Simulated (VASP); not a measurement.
# Ru5Rh (Ru (10-10), 6 layers) in VASP: single point with PBE

Aim: the single point of Ru5Rh (Ru (10-10), 6 layers) with PBE.

Everything below comes from runs of VASP 6.6.1. Logs are shortened: lines on timing, memory, paths and dates and some standing lists are left out, and cuts for length are marked.

## 1. The cell of the first run

The cell holds a slab with vacuum, 6 atoms: a = 2.721 Å, b = 4.296 Å, c = 21.499 Å, α = 90.00°, β = 90.00°, γ = 90.00°.

## 2. Single point, PBE

Contents of INCAR:

```
PREC     = Accurate       # precision mode
ENCUT    = 520            # plane-wave cutoff, eV
EDIFF    = 1E-7           # SCF threshold, eV
ISMEAR   = -1             # smearing method
SIGMA    = 0.1            # smearing width, eV
LREAL    = False          # projectors in reciprocal space
LASPH    = True           # aspherical terms in the spheres
NELM     = 60             # most SCF steps
ALGO     = Normal         # electronic algorithm
ISIF     = 2              # what is computed and relaxed
LWAVE    = False          # write WAVECAR
LCHARG   = True           # write CHGCAR
LDIPOL   = True         
IDIPOL   = 3            
DIPOL    = 0.5 0.5 0.500
GGA      = PE             # functional
LELF     = True           # ELF
LVHAR    = True         
LVACPOTAV= True         
NBANDS   = 52             # bands
```

Contents of KPOINTS:

```
Automatic mesh
0
Gamma
  12 8 1
```

Contents of POSCAR:

```
Ru5Rh
1.0
    2.7211623488      0.0000000000      0.0000000000
    0.0000000000      4.2959980363      0.0000000000
    0.0000000000      0.0000000000     21.4987000000
Ru Rh
5 1
Direct
    0.7500000000      0.7500000000      0.3782574067
    0.2500000000      0.2500000000      0.4083088338
    0.7500000000      0.2500000000      0.5171766075
    0.7500000000      0.7500000000      0.5916911660
    0.2500000000      0.2500000000      0.6217425933
    0.2500000000      0.7500000000      0.4828233927
```

Potentials or basis: VASP PAW PBE potentials, release 64 (Ru_pv, Rh_pv).

Command:

```bash
> cat potpaw_PBE.64/Ru_pv/POTCAR potpaw_PBE.64/Rh_pv/POTCAR > POTCAR
> mpirun -np 1 vasp_std > vasp.out
```

OUTCAR:

```text
PREC = Accurate
   ENCUT = 520
   EDIFF = 1E-7
   ISMEAR = -1
   LREAL = False
   LASPH = True
   NELM = 60
   ISIF = 2
   GGA = PE

 ion  position               nearest neighbor table
   1  0.750  0.750  0.378-   2 2.62   2 2.62   2 2.62   2 2.62   6 2.63   6 2.63
   2  0.250  0.250  0.408-   1 2.62   1 2.62   1 2.62   1 2.62   6 2.68   6 2.68   3 2.71   3 2.71

   3  0.750  0.250  0.517-   5 2.63   5 2.63   6 2.65   6 2.65   6 2.65   6 2.65   4 2.68   4 2.68
                             2 2.71   2 2.71
   4  0.750  0.750  0.592-   5 2.62   5 2.62   5 2.62   5 2.62   3 2.68   3 2.68   6 2.71   6 2.71

   5  0.250  0.250  0.622-   4 2.62   4 2.62   4 2.62   4 2.62   3 2.63   3 2.63
   6  0.250  0.750  0.483-   1 2.63   1 2.63   3 2.65   3 2.65   3 2.65   3 2.65   2 2.68   2 2.68
                             4 2.71   4 2.71

  LATTYP: Found a simple orthorhombic cell.
 ALAT       =     2.7211623488
 B/A-ratio  =     1.5787363948
 C/A-ratio  =     7.9005576457

  Lattice vectors:

 A1 = (   2.7211623488,   0.0000000000,   0.0000000000)
 A2 = (   0.0000000000,   4.2959980363,   0.0000000000)
 A3 = (   0.0000000000,   0.0000000000,  21.4987000000)

Analysis of symmetry for initial positions (statically):
=====================================================================
 Subroutine PRICEL returns:
 Original cell was already a primitive cell.

 Routine SETGRP: Setting up the symmetry group for a
 simple orthorhombic supercell.

 Subroutine GETGRP returns: Found  4 space group operations
 (whereof  1 operations were pure point group operations)
 out of a pool of  8 trial point group operations.

The static configuration has the point symmetry C_1 .
 The point group associated with its full space group is C_2v.

Analysis of symmetry for dynamics (positions and initial velocities):
=====================================================================
 Subroutine PRICEL returns:
 Original cell was already a primitive cell.

 Routine SETGRP: Setting up the symmetry group for a
 simple orthorhombic supercell.

 Subroutine GETGRP returns: Found  4 space group operations
 (whereof  1 operations were pure point group operations)
 out of a pool of  8 trial point group operations.

The dynamic configuration has the point symmetry C_1 .
 The point group associated with its full space group is C_2v.

 Subroutine INISYM returns: Found  4 space group operations
 (whereof  1 operations are pure point group operations),
 and found     1 'primitive' translations

----------------------------------------------------------------------------------------

                                     Primitive cell

  volume of cell :     251.3221

  direct lattice vectors                    reciprocal lattice vectors
     2.721162349  0.000000000  0.000000000     0.367490018  0.000000000  0.000000000
     0.000000000  4.295998036  0.000000000     0.000000000  0.232774781  0.000000000
     0.000000000  0.000000000 21.498700000     0.000000000  0.000000000  0.046514440

  length of vectors
     2.721162349  4.295998036 21.498700000     0.367490018  0.232774781  0.046514440

  position of ions in fractional coordinates (direct lattice)
     0.750000000  0.750000000  0.378257407
     0.250000000  0.250000000  0.408308834
     0.750000000  0.250000000  0.517176607
     0.750000000  0.750000000  0.591691166
     0.250000000  0.250000000  0.621742593
     0.250000000  0.750000000  0.482823393

  ion indices of the primitive-cell ions
   primitive index   ion index
                 1           1
                 2           2
                 3           3
                 4           4
                 5           5
                 6           6

----------------------------------------------------------------------------------------

 KPOINTS: Automatic mesh

Automatic generation of k-mesh.
 Grid dimensions read from file:
 generate k-points for:   12    8    1

 Generating k-lattice:

  Cartesian coordinates                     Fractional coordinates (reciprocal lattice)
     0.030624168  0.000000000  0.000000000     0.083333333  0.000000000  0.000000000
     0.000000000  0.029096848  0.000000000     0.000000000  0.125000000  0.000000000
     0.000000000  0.000000000  0.046514440     0.000000000  0.000000000  1.000000000

  Length of vectors
     0.030624168  0.029096848  0.046514440

  Shift w.r.t. Gamma in fractional coordinates (k-lattice)
     0.000000000  0.000000000  0.000000000

 Subroutine IBZKPT returns following result:
 ===========================================

 Found     35 irreducible k-points:

 Following reciprocal coordinates:
            Coordinates               Weight
  0.000000  0.000000  0.000000      1.000000
  0.083333  0.000000  0.000000      2.000000
  0.166667  0.000000  0.000000      2.000000
  0.250000  0.000000  0.000000      2.000000
  0.333333  0.000000  0.000000      2.000000
  0.416667  0.000000  0.000000      2.000000
[... 16 lines left out ...]
  0.083333  0.375000  0.000000      4.000000
  0.166667  0.375000  0.000000      4.000000
 [... further k-points ...]
   k-points           NKPTS =     35   k-points in BZ     NKDIM =     35   number of bands    NBANDS=     52
   number of dos      NEDOS =    301   number of ions     NIONS =      6
   total plane-waves  NPLWV = 102400
   dimension x,y,z NGX =    20 NGY =   32 NGZ =  160
   dimension x,y,z NGXF=    40 NGYF=   64 NGZF=  320
   ions per type =               5   1
   NGX,Y,Z   is equivalent  to a cutoff of  12.22, 12.38, 12.37 a.u.
   NGXF,Y,Z  is equivalent  to a cutoff of  24.44, 24.77, 24.75 a.u.
 SYSTEM =  unknown system
   PREC   = accura    normal or accurate (medium, high low for compatibility)
   ISTART =      0    job   : 0-new  1-cont  2-samecut
   ICHARG =      2    charge: 1-file 2-atom 10-const
   ISPIN  =      1    spin polarized calculation?
   LNONCOLLINEAR =      F non collinear calculations
   LSORBIT =      F    spin-orbit coupling
   LASPH  =      T    aspherical Exc in radial PAW
   ENCUT  =  520.0 eV  38.22 Ry    6.18 a.u.   5.06  7.99 39.97*2*pi/ulx,y,z
   NELM   =     60;   NELMIN=  2; NELMDL= -5     # of ELM steps
   EDIFF  = 0.1E-06   stopping-criterion for ELM
   LREAL  =      F    real-space projection
   EDIFFG = 0.1E-05   stopping-criterion for IOM
   NSW    =      0    number of steps for IOM
   IBRION =     -1    ionic relax: 0-MD 1-quasi-New 2-CG
   NFREE  =      0    steps in history (QN), initial steepest desc. (CG)
   ISIF   =      2    stress and relaxation
   ISYM   =      2    0-nonsym 1-usesym 2-fastsym
   POTIM  = 0.5000    time-step for ionic-motion
   TEBEG  =    0.0;   TEEND  =   0.0 temperature during run
   PSTRESS=    0.0 pullay stress
   NELECT =      85.0000    total number of electrons
   NUPDOWN=      -1.0000    fix difference up-down
   EMIN   =  10.00;   EMAX   =-10.00  energy-range for DOS
   EFERMI =   0.00;   METHOD = LEGACY
   ISMEAR =    -1;   SIGMA  =   0.10  broadening in eV -4-tet -1-fermi 0-gaus
   EFERMI_NEDOS =   21; number of points for ismear=-14 and -15
   IALGO  =     38    algorithm
   IMIX   =      4    mixing-type and parameters
     AMIX     =   0.40;   BMIX     =  1.00
     AMIX_MAG =   1.60;   BMIX_MAG =  1.00
  volume/ion in A,a.u.               =      41.89       282.67
  Fermi-wavevector in a.u.,A,eV,Ry     =   1.140611  2.155442 17.701091  1.300994
  Thomas-Fermi vector in A             =   2.277313
   LORBIT       =      0    0 simple, 1 ext, 2 COOP (PROOUT), +10 PAW based schemes
   GGA     = PE    functional components
   LHFCALC =     F    Hartree Fock is set to
   AEXX    =    0.0000 exact exchange contribution
   IVDW    =     0    specifies the selected vdW correction
   LEPSILON=     F    determine dielectric tensor
   LRPA    =     F    only Hartree local field effects (RPA)
 non-spin polarized calculation
  energy-cutoff  :      520.00
  volume of cell :      251.32
 maximum number of plane-waves:      6844
   NGX = 11   NGY = 15   NGZ = 79

 dipolmoment           0.000000      0.000000      0.104767 electrons x Angstroem

 number of electron      85.0000031 magnetization

 dipolmoment           0.000000      0.000000     -0.003250 electrons x Angstroem

 Free energy of the ion-electron system (eV)
  ---------------------------------------------------
  ext. energy  EPLUGINS =         0.00000000
  ---------------------------------------------------
  free energy    TOTEN  =       -49.16120062 eV

  energy without entropy =      -48.87224881  energy(sigma->0) =      -49.01672471

 E-fermi :   0.8768     XC(G=0):  -5.5192

 val. band max:        0.8751110785   @ k =   0.0000   0.0000   0.0000
 cond. band min:       0.8951671566   @ k =   0.2500   0.5000   0.0000
 fundamental gap:      0.0200560782
 Fermi energy:         0.8767943399

 k-point     1 :       0.0000    0.0000    0.0000
  band No.  band energies     occupation
      1     -46.2028      2.00000
      2     -46.1939      2.00000
      3     -45.9659      2.00000
      4     -42.4882      2.00000
      5     -42.4436      2.00000
      6     -42.3190      2.00000
[... 44 lines left out ...]
     51       2.9335      0.00000
     52       2.9642      0.00000

 k-point     2 :       0.0833    0.0000    0.0000
  band No.  band energies     occupation
      1     -46.1988      2.00000
      2     -46.1912      2.00000
      3     -45.9897      2.00000
      4     -42.4767      2.00000
      5     -42.4354      2.00000
      6     -42.3025      2.00000
[... 44 lines left out ...]
     51       2.8142      0.00000
     52       3.3226      0.00000

 k-point     3 :       0.1667    0.0000    0.0000
  band No.  band energies     occupation
      1     -46.1881      2.00000
      2     -46.1838      2.00000
      3     -46.0543      2.00000
      4     -42.4457      2.00000
      5     -42.4137      2.00000
      6     -42.2548      2.00000
[... 44 lines left out ...]
     51       2.6116      0.00000
     52       4.1746      0.00000
[... 1046 lines left out ...]
 k-point    23 :       0.0833    0.3750    0.0000
  band No.  band energies     occupation
      1     -46.1968      2.00000
      2     -46.1826      2.00000
      3     -45.9887      2.00000
      4     -42.5023      2.00000
      5     -42.3416      2.00000
      6     -42.1460      2.00000
[... 44 lines left out ...]
     51       2.2848      0.00000
     52       2.7599      0.00000

 k-point    24 :       0.1667    0.3750    0.0000
  band No.  band energies     occupation
      1     -46.1885      2.00000
      2     -46.1771      2.00000
      3     -46.0555      2.00000
      4     -42.4879      2.00000
      5     -42.3307      2.00000
      6     -42.2053      2.00000
[... 44 lines left out ...]
     51       2.9261      0.00000
     52       3.2939      0.00000

 [... further k-points ...]
[... 5 lines left out ...]
  --------------------------------------------------------------------------------------
  -------------------------------------------------------------------------------------
  Total       -3.8338471     -1.4197540      0.7620996      0.0000000      0.0000000      0.0000000
  in kB      -24.4407565     -9.0509249      4.8583815      0.0000000      0.0000000      0.0000000
  external PRESSURE =      -9.5444333 kB  Pullay stress =       0.0000000 kB

 VOLUME and BASIS-vectors are now :
 -----------------------------------------------------------------------------
  energy-cutoff  :      520.00
  volume of cell :      251.32
      direct lattice vectors                 reciprocal lattice vectors
     2.721162349  0.000000000  0.000000000     0.367490018  0.000000000  0.000000000
     0.000000000  4.295998036  0.000000000     0.000000000  0.232774781  0.000000000
     0.000000000  0.000000000 21.498700000     0.000000000  0.000000000  0.046514440

 POSITION                                       TOTAL-FORCE (eV/Angst)
 -----------------------------------------------------------------------------------
      2.04087      3.22200      8.13204         0.000000      0.000000     -0.395415
      0.68029      1.07400      8.77811         0.000000      0.000000      0.077467
      2.04087      1.07400     11.11862         0.000000      0.000000      0.029658
      2.04087      3.22200     12.72059         0.000000      0.000000      0.151079
      0.68029      1.07400     13.36666         0.000000      0.000000     -0.103476
      0.68029      3.22200     10.38008         0.000000      0.000000      0.240687
 -----------------------------------------------------------------------------------
    total drift:                                0.000000      0.000000     -0.000100

  FREE ENERGIE OF THE ION-ELECTRON SYSTEM (eV)
  ---------------------------------------------------
  free  energy   TOTEN  =       -49.1612006228 eV

  energy  without entropy=      -48.8722488062  energy(sigma->0) =      -49.01672471

 vacuum level on the upper side and lower side of the slab         5.748         5.798
```

It took 8.5 min on 1 thread of AMD EPYC 9R45 (Zen 5), shared host; peak memory 0.49 GiB.

What came out:

```
Free energy   : -49.1612 eV
Largest force : 0.395 eV/Å
```

Forces on the atoms (eV/Å):
```
Ru   0.000  0.000 -0.395
Ru   0.000  0.000  0.077
Ru   0.000  0.000  0.030
Ru   0.000  0.000  0.151
Ru   0.000  0.000 -0.103
Rh   0.000  0.000  0.241
```

Levels at points of the mesh, in eV from the Fermi level:
```csv
k point,band 41,band 42,band 43,band 44,band 45,band 46
"(0.00, 0.00, 0.00)",-0.92,-0.78,-0.59,-0.47,0.00,0.05
"(0.50, 0.00, 0.00)",0.02,0.03,0.64,0.78,1.02,1.31
"(0.00, 0.50, 0.00)",-0.59,-0.52,0.11,0.12,0.13,0.28
"(0.50, 0.50, 0.00)",0.36,0.39,0.60,0.90,1.45,1.46
```
